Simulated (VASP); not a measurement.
SrP10: single point with PBE

SrP10:

```
Sr P
1.0
     0.00000    5.02872    5.02872
     5.02872    0.00000    5.02872
     5.02872    5.02872    0.00000
Sr P
1 10
Direct
  0.50000 0.50000 0.50000
  0.25000 0.25000 0.25000
  0.88366 0.88366 0.88366
  0.88366 0.88366 0.34901
  0.88366 0.34901 0.88366
  0.34901 0.88366 0.88366
  0.65099 0.11634 0.11634
  0.11634 0.11634 0.65099
  0.11634 0.65099 0.11634
  0.11634 0.11634 0.11634
  0.75000 0.75000 0.75000
```

- Program: VASP 6.6.1
- Task: single point
- Functional: PBE
- Potentials or basis: VASP PAW PBE potentials, release 64 (Sr_sv, P)
- Cutoff: 520 eV
- k mesh: 4 × 4 × 4
- Occupations: gaussian, width 0.1 eV
- Spin: no spin polarisation

The pressure is 0.1 GPa. The largest force is 0.029 eV/Å and the band gap on the k mesh is zero (band 30 reaches 5.57 eV, above the bottom of band 31 at 4.48 eV).

Forces on the atoms (eV/Å):
```
Sr   0.000  0.000  0.000
P    0.000  0.000  0.000
P    0.017  0.017  0.017
P   -0.017 -0.017  0.017
P   -0.017  0.017 -0.017
P    0.017 -0.017 -0.017
P   -0.017  0.017  0.017
P    0.017  0.017 -0.017
P    0.017 -0.017  0.017
P   -0.017 -0.017 -0.017
P    0.000  0.000  0.000
```

Levels at points of the mesh, in eV from the Fermi level:
```tsv
k point	band 26	band 27	band 28	band 29	band 30	band 31	band 32	band 33	band 34	band 35
(0.00, 0.00, 0.00)	-3.10	-1.04	-1.04	-1.04	-0.80	-0.80	-0.80	1.35	2.01	2.01
(0.50, 0.00, 0.00)	-1.51	-1.30	-0.32	-0.32	-0.09	-0.09	1.01	1.01	1.16	1.22
(0.50, 0.50, 0.00)	-0.91	-0.91	-0.75	-0.39	-0.24	-0.19	0.18	0.18	0.88	1.41
```

Wall time 2.7 min on 1 thread of AMD EPYC 7R43 64-Core Processor (Zen 3), on a shared host, peak memory 0.37 GiB.
